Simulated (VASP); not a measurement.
Write the native input for VASP 6.6.1 that does the following.

| Property | Result |
| --- | --- |
| Task | single point |
| Functional | r2SCAN |
| Potentials or basis | VASP PAW PBE potentials, release 64 (Al, Ga_d, N) |
| Cutoff | 520 eV |
| k mesh | 6 × 8 × 4 |
| Occupations | gaussian, width 0.05 eV |
| Spin | no spin polarisation |
| Dipole correction | no |
| Further INCAR settings | ALGO = Normal; EDIFF = 1e-06; NBANDS = 41 |

The system is AlGa3N4.

```
Al Ga N
1.0
     5.29309    0.00000    0.00002
     0.00000    3.25832    0.00000
    -0.00381    0.00000    5.64130
Al Ga N
1 3 4
Direct
  0.00058 0.50000 0.66730
  0.49917 0.50000 0.33506
  0.49925 0.00000 0.83146
  0.99986 0.00000 0.16619
  0.11941 0.50000 0.34060
  0.11733 0.00000 0.82593
  0.62024 0.00000 0.16619
  0.63175 0.50000 0.66727
```

This cell differs from its parent crystal: strain +0.030 along x and y, +0.030 along z.

These files were run (other wordings do the same):

POSCAR

```
AlGa3N4
1.0
    5.2930878080      0.0000000000      0.0000177042
    0.0000000000      3.2583167355      0.0000000000
   -0.0038052100      0.0000000000      5.6413044152
Al Ga N
1 3 4
Direct
    0.0005828853      0.5000000000      0.6672982354
    0.4991712869      0.5000000000      0.3350606988
    0.4992511917      0.0000000000      0.8314570704
    0.9998609984      0.0000000000      0.1661913851
    0.1194130440      0.5000000000      0.3406010344
    0.1173310426      0.0000000000      0.8259310373
    0.6202395499      0.0000000000      0.1661937141
    0.6317500112      0.5000000000      0.6672678245
```

INCAR.step1

```
PREC = Accurate
ENCUT = 520
ISMEAR = 0
SIGMA = 0.05
LREAL = F
LASPH = T
NELM = 60
NBANDS = 41
GGA = PE
ALGO = Normal
EDIFF = 1E-4
LWAVE = T
LCHARG = F
```

INCAR.step2

```
PREC = Accurate
ENCUT = 520
EDIFF = 1E-6
ISMEAR = 0
SIGMA = 0.05
LREAL = F
LASPH = T
NELM = 60
ALGO = Normal
ISIF = 2
LWAVE = F
LCHARG = F
METAGGA = R2SCAN
LMIXTAU = T
NBANDS = 41
ISTART = 1
```

KPOINTS

```
regular mesh
0
Gamma
  6 8 4
```

Potentials or basis: VASP PAW PBE potentials, release 64 (Al, Ga_d, N).

Command:

```console
$ cat potpaw_PBE.64/Al/POTCAR potpaw_PBE.64/Ga_d/POTCAR potpaw_PBE.64/N/POTCAR > POTCAR
$ cp INCAR.step1 INCAR
$ mpirun -np 1 vasp_std > vasp.out
$ cp INCAR.step2 INCAR
$ mpirun -np 1 vasp_std > vasp.out
```

It gave:

```json
{
 "Pressure": "-14.3 GPa",
 "Largest force": "0.085 eV/Å",
 "Band gap on the k mesh": "2.25 eV, direct"
}
```

Caveat: the cell differs from its parent crystal (strain +0.030 along x and y, +0.030 along z); the PAW data sets were made with another functional, which shifts forces and pressure a little.

It took 10 min on 1 thread of AMD EPYC 9R45 96-Core Processor (Zen 5), on a shared host, peak memory 0.33 GiB.
